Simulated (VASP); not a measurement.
# SiO2 (P4_2/mnm) in VASP: further runs

SiO2 is run at these levels: PBE; tasks: single point.

Program: VASP 6.6.1. These are calculated values, not measurements. Logs are shortened: lines on timing, memory, paths and dates and some standing lists are left out, and cuts for length are marked.

## 1. The cell of the first run

It takes space group P4_2/mnm (No. 136, tetragonal). The conventional cell has a = 4.172 Å, b = 4.172 Å, c = 2.851 Å, α = 90.00°, β = 90.00°, γ = 90.00°. Si (site symmetry mmm) has 6 O at 1.81 to 1.82 Å within 2.4 Å. Within 2.4 Å of O (site symmetry m2m) lie 3 Si at 1.81 to 1.82 Å and 1 O at 2.28 Å.

## 2. Single point, PBE

Input file INCAR:

```
ALGO = Normal
EDIFF = 1E-6
ENCUT = 520
GGA = PE
ISIF = 2
ISMEAR = 0
LASPH = T
LCHARG = T
LELF = T
LREAL = F
LVHAR = T
LWAVE = F
NBANDS = 25
NELM = 80
PREC = Accurate
SIGMA = 0.05
```

Input file KPOINTS:

```
k-points
0
Gamma
  6 6 8
```

Input file POSCAR:

```
SiO2
1.0
    4.1723000000      0.0000000000      0.0000000000
    0.0000000000      4.1723000000      0.0000000000
    0.0000000000      0.0000000000      2.8512000000
Si O
2 4
Direct
    0.5000000000      0.5000000000      0.5000000000
    0.0000000000      0.0000000000      0.0000000000
    0.6930127928      0.6930127928      0.0000000000
    0.1930127928      0.8069872072      0.5000000000
    0.3069872072      0.3069872072      0.0000000000
    0.8069872072      0.1930127928      0.5000000000
```

Potentials or basis: VASP PAW PBE potentials, release 64 (Si, O).

Started as:

```console
$ cat potpaw_PBE.64/Si/POTCAR potpaw_PBE.64/O/POTCAR > POTCAR
$ mpirun -np 1 vasp_std > vasp.out
```

OUTCAR:

```text
EDIFF = 1E-6
   ENCUT = 520
   GGA = PE
   ISIF = 2
   ISMEAR = 0
   LASPH = T
   LREAL = F
   NELM = 80
   PREC = Accurate

 ion  position               nearest neighbor table
   1  0.500  0.500  0.500-   4 1.81   6 1.81   5 1.82   3 1.82   3 1.82   5 1.82
   2  0.000  0.000  0.000-   3 1.81   5 1.81   4 1.82   6 1.82   4 1.82   6 1.82
   3  0.693  0.693  0.000-   2 1.81   1 1.82   1 1.82
   4  0.193  0.807  0.500-   1 1.81   2 1.82   2 1.82
   5  0.307  0.307  0.000-   2 1.81   1 1.82   1 1.82
   6  0.807  0.193  0.500-   1 1.81   2 1.82   2 1.82

  LATTYP: Found a simple tetragonal cell.
 ALAT       =     4.1723000000
 C/A-ratio  =     0.6833640917

  Lattice vectors:

 A1 = (   4.1723000000,   0.0000000000,   0.0000000000)
 A2 = (   0.0000000000,   4.1723000000,   0.0000000000)
 A3 = (   0.0000000000,   0.0000000000,   2.8512000000)

Analysis of symmetry for initial positions (statically):
=====================================================================
 Subroutine PRICEL returns:
 Original cell was already a primitive cell.

 Routine SETGRP: Setting up the symmetry group for a
 simple tetragonal supercell.

 Subroutine GETGRP returns: Found 16 space group operations
 (whereof  8 operations were pure point group operations)
 out of a pool of 16 trial point group operations.

The static configuration has the point symmetry D_2h.
 The point group associated with its full space group is D_4h.

Analysis of symmetry for dynamics (positions and initial velocities):
=====================================================================
 Subroutine PRICEL returns:
 Original cell was already a primitive cell.

 Routine SETGRP: Setting up the symmetry group for a
 simple tetragonal supercell.

 Subroutine GETGRP returns: Found 16 space group operations
 (whereof  8 operations were pure point group operations)
 out of a pool of 16 trial point group operations.

The dynamic configuration has the point symmetry D_2h.
 The point group associated with its full space group is D_4h.

 Subroutine INISYM returns: Found 16 space group operations
 (whereof  8 operations are pure point group operations),
 and found     1 'primitive' translations

----------------------------------------------------------------------------------------

                                     Primitive cell

  volume of cell :      49.6339

  direct lattice vectors                    reciprocal lattice vectors
     4.172300000  0.000000000  0.000000000     0.239675958  0.000000000  0.000000000
     0.000000000  4.172300000  0.000000000     0.000000000  0.239675958  0.000000000
     0.000000000  0.000000000  2.851200000     0.000000000  0.000000000  0.350729517

  length of vectors
     4.172300000  4.172300000  2.851200000     0.239675958  0.239675958  0.350729517

  position of ions in fractional coordinates (direct lattice)
     0.500000000  0.500000000  0.500000000
     0.000000000  0.000000000  0.000000000
     0.693012793  0.693012793  0.000000000
     0.193012793  0.806987207  0.500000000
     0.306987207  0.306987207  0.000000000
     0.806987207  0.193012793  0.500000000

  ion indices of the primitive-cell ions
   primitive index   ion index
                 1           1
                 2           2
                 3           3
                 4           4
                 5           5
                 6           6

----------------------------------------------------------------------------------------

 KPOINTS: k-points

Automatic generation of k-mesh.
 Grid dimensions read from file:
 generate k-points for:    6    6    8

 Generating k-lattice:

  Cartesian coordinates                     Fractional coordinates (reciprocal lattice)
     0.039945993  0.000000000  0.000000000     0.166666667  0.000000000  0.000000000
     0.000000000  0.039945993  0.000000000     0.000000000  0.166666667  0.000000000
     0.000000000  0.000000000  0.043841190     0.000000000  0.000000000  0.125000000

  Length of vectors
     0.039945993  0.039945993  0.043841190

  Shift w.r.t. Gamma in fractional coordinates (k-lattice)
     0.000000000  0.000000000  0.000000000

 Subroutine IBZKPT returns following result:
 ===========================================

 Found     50 irreducible k-points:

 Following reciprocal coordinates:
            Coordinates               Weight
  0.000000  0.000000  0.000000      1.000000
  0.166667  0.000000  0.000000      4.000000
  0.333333  0.000000  0.000000      4.000000
  0.500000  0.000000  0.000000      2.000000
  0.166667  0.166667  0.000000      4.000000
  0.333333  0.166667  0.000000      8.000000
[... 16 lines left out ...]
  0.333333  0.000000  0.250000      8.000000
  0.500000  0.000000  0.250000      4.000000
 [... further k-points ...]
   k-points           NKPTS =     50   k-points in BZ     NKDIM =     50   number of bands    NBANDS=     25
   number of dos      NEDOS =    301   number of ions     NIONS =      6
   total plane-waves  NPLWV =  24576
   dimension x,y,z NGX =    32 NGY =   32 NGZ =   24
   dimension x,y,z NGXF=    64 NGYF=   64 NGZF=   48
   ions per type =               2   4
   NGX,Y,Z   is equivalent  to a cutoff of  12.75, 12.75, 13.99 a.u.
   NGXF,Y,Z  is equivalent  to a cutoff of  25.50, 25.50, 27.99 a.u.
 SYSTEM =  unknown system
   PREC   = accura    normal or accurate (medium, high low for compatibility)
   ISTART =      0    job   : 0-new  1-cont  2-samecut
   ICHARG =      2    charge: 1-file 2-atom 10-const
   ISPIN  =      1    spin polarized calculation?
   LNONCOLLINEAR =      F non collinear calculations
   LSORBIT =      F    spin-orbit coupling
   LASPH  =      T    aspherical Exc in radial PAW
   ENCUT  =  520.0 eV  38.22 Ry    6.18 a.u.   7.76  7.76  5.30*2*pi/ulx,y,z
   NELM   =     80;   NELMIN=  2; NELMDL= -5     # of ELM steps
   EDIFF  = 0.1E-05   stopping-criterion for ELM
   LREAL  =      F    real-space projection
   EDIFFG = 0.1E-04   stopping-criterion for IOM
   NSW    =      0    number of steps for IOM
   IBRION =     -1    ionic relax: 0-MD 1-quasi-New 2-CG
   NFREE  =      0    steps in history (QN), initial steepest desc. (CG)
   ISIF   =      2    stress and relaxation
   ISYM   =      2    0-nonsym 1-usesym 2-fastsym
   POTIM  = 0.5000    time-step for ionic-motion
   TEBEG  =    0.0;   TEEND  =   0.0 temperature during run
   PSTRESS=    0.0 pullay stress
   NELECT =      32.0000    total number of electrons
   NUPDOWN=      -1.0000    fix difference up-down
   EMIN   =  10.00;   EMAX   =-10.00  energy-range for DOS
   EFERMI =   0.00;   METHOD = LEGACY
   ISMEAR =     0;   SIGMA  =   0.05  broadening in eV -4-tet -1-fermi 0-gaus
   EFERMI_NEDOS =   21; number of points for ismear=-14 and -15
   IALGO  =     38    algorithm
   IMIX   =      4    mixing-type and parameters
     AMIX     =   0.40;   BMIX     =  1.00
     AMIX_MAG =   1.60;   BMIX_MAG =  1.00
  volume/ion in A,a.u.               =       8.27        55.82
  Fermi-wavevector in a.u.,A,eV,Ry     =   1.414269  2.672580 27.213772  2.000156
  Thomas-Fermi vector in A             =   2.535828
   LORBIT       =      0    0 simple, 1 ext, 2 COOP (PROOUT), +10 PAW based schemes
   GGA     = PE    functional components
   LHFCALC =     F    Hartree Fock is set to
   AEXX    =    0.0000 exact exchange contribution
   IVDW    =     0    specifies the selected vdW correction
   LEPSILON=     F    determine dielectric tensor
   LRPA    =     F    only Hartree local field effects (RPA)
 non-spin polarized calculation
 Gauss-broadening in eV      SIGMA  =   0.05
  energy-cutoff  :      520.00
  volume of cell :       49.63
 maximum number of plane-waves:      1352
 NGX is ok and might be reduce to    32
   NGX = 15   NGY = 15   NGZ = 11

 number of electron      31.9999994 magnetization

 Free energy of the ion-electron system (eV)
  ---------------------------------------------------
  ext. energy  EPLUGINS =         0.00000000
  ---------------------------------------------------
  free energy    TOTEN  =       -46.05165473 eV

  energy without entropy =      -46.05165473  energy(sigma->0) =      -46.05165473

 E-fermi :   7.7081     XC(G=0): -11.9709

 val. band max:        7.4316959282   @ k =   0.0000   0.0000   0.0000
 cond. band min:      11.6739039301   @ k =   0.0000   0.0000   0.0000
 fundamental gap:      4.2422080020
 Fermi energy:         7.7081104662

 k-point     1 :       0.0000    0.0000    0.0000
  band No.  band energies     occupation
      1     -14.4177      2.00000
      2     -10.9596      2.00000
      3     -10.9596      2.00000
      4     -10.6977      2.00000
      5      -2.9929      2.00000
      6       1.6304      2.00000
[... 17 lines left out ...]
     24      21.4183      0.00000
     25      22.7406      0.00000

 k-point     2 :       0.1667    0.0000    0.0000
  band No.  band energies     occupation
      1     -14.2749      2.00000
      2     -11.5526      2.00000
      3     -10.8931      2.00000
      4     -10.4075      2.00000
      5      -2.7524      2.00000
      6       0.9403      2.00000
[... 17 lines left out ...]
     24      20.8892      0.00000
     25      22.5546      0.00000

 k-point     3 :       0.3333    0.0000    0.0000
  band No.  band energies     occupation
      1     -13.8587      2.00000
      2     -12.3954      2.00000
      3     -10.7149      2.00000
      4     -10.3411      2.00000
      5      -2.1208      2.00000
      6      -0.1913      2.00000
[... 17 lines left out ...]
     24      20.8901      0.00000
     25      20.9909      0.00000

 k-point     4 :       0.5000    0.0000    0.0000
  band No.  band energies     occupation
      1     -13.2072      2.00000
      2     -13.2072      2.00000
      3     -10.4923      2.00000
      4     -10.4923      2.00000
      5      -1.2411      2.00000
      6      -1.2411      2.00000
[... 17 lines left out ...]
     24      19.5461      0.00000
     25      22.1287      0.00000
[... 477 lines left out ...]
 k-point    22 :       0.1667    0.0000    0.2500
  band No.  band energies     occupation
      1     -13.6102      2.00000
      2     -11.3120      2.00000
      3     -10.6630      2.00000
      4     -10.5120      2.00000
      5      -2.5748      2.00000
      6       0.4811      2.00000
[... 17 lines left out ...]
     24      20.4679      0.00000
     25      21.2643      0.00000

 k-point    23 :       0.3333    0.0000    0.2500
  band No.  band energies     occupation
      1     -13.2356      2.00000
      2     -11.9751      2.00000
      3     -10.5733      2.00000
      4     -10.4361      2.00000
      5      -1.8284      2.00000
      6       0.0390      2.00000
[... 17 lines left out ...]
     24      19.6358      0.00000
     25      20.9031      0.00000

 k-point    24 :       0.5000    0.0000    0.2500
  band No.  band energies     occupation
      1     -12.6616      2.00000
      2     -12.6616      2.00000
      3     -10.4772      2.00000
      4     -10.4772      2.00000
      5      -0.8118      2.00000
      6      -0.8118      2.00000
[... 17 lines left out ...]
     24      19.5061      0.00000
     25      20.8241      0.00000

 [... further k-points ...]
[... 5 lines left out ...]
  --------------------------------------------------------------------------------------
  -------------------------------------------------------------------------------------
  Total       -0.1199449     -0.1199449     -9.0394807      0.0000000      0.0000000      0.0000000
  in kB       -3.8718078     -3.8718078   -291.7933083      0.0000000      0.0000000      0.0000000
  external PRESSURE =     -99.8456413 kB  Pullay stress =       0.0000000 kB

 VOLUME and BASIS-vectors are now :
 -----------------------------------------------------------------------------
  energy-cutoff  :      520.00
  volume of cell :       49.63
      direct lattice vectors                 reciprocal lattice vectors
     4.172300000  0.000000000  0.000000000     0.239675958  0.000000000  0.000000000
     0.000000000  4.172300000  0.000000000     0.000000000  0.239675958  0.000000000
     0.000000000  0.000000000  2.851200000     0.000000000  0.000000000  0.350729517

 POSITION                                       TOTAL-FORCE (eV/Angst)
 -----------------------------------------------------------------------------------
      2.08615      2.08615      1.42560         0.000000      0.000000      0.000000
      0.00000      0.00000      0.00000         0.000000      0.000000      0.000000
      2.89146      2.89146      0.00000         0.273265      0.273265     -0.000000
      0.80531      3.36699      1.42560         0.273265     -0.273265      0.000000
      1.28084      1.28084      0.00000        -0.273265     -0.273265      0.000000
      3.36699      0.80531      1.42560        -0.273265      0.273265     -0.000000
 -----------------------------------------------------------------------------------
    total drift:                                0.000000      0.000000     -0.000000

  FREE ENERGIE OF THE ION-ELECTRON SYSTEM (eV)
  ---------------------------------------------------
  free  energy   TOTEN  =       -46.0516547328 eV

  energy  without entropy=      -46.0516547328  energy(sigma->0) =      -46.05165473
```

Wall time 45 s (1 thread of Intel Xeon Platinum 8375C at 2.90GHz (Ice Lake), shared host); peak memory 0.19 GiB.

Results:

| Item | Value |
| --- | --- |
| Free energy | -46.0517 eV |
| Pressure | -10.0 GPa |
| Largest force | 0.386 eV/Å |
| Band gap on the k mesh | 4.24 eV, direct |

Forces in eV/Å, atoms in the order of the input:
```
Si   0.000  0.000  0.000
Si   0.000  0.000  0.000
O    0.273  0.273  0.000
O    0.273 -0.273  0.000
O   -0.273 -0.273  0.000
O   -0.273  0.273  0.000
```

(Part 1 of 2 ends here.)
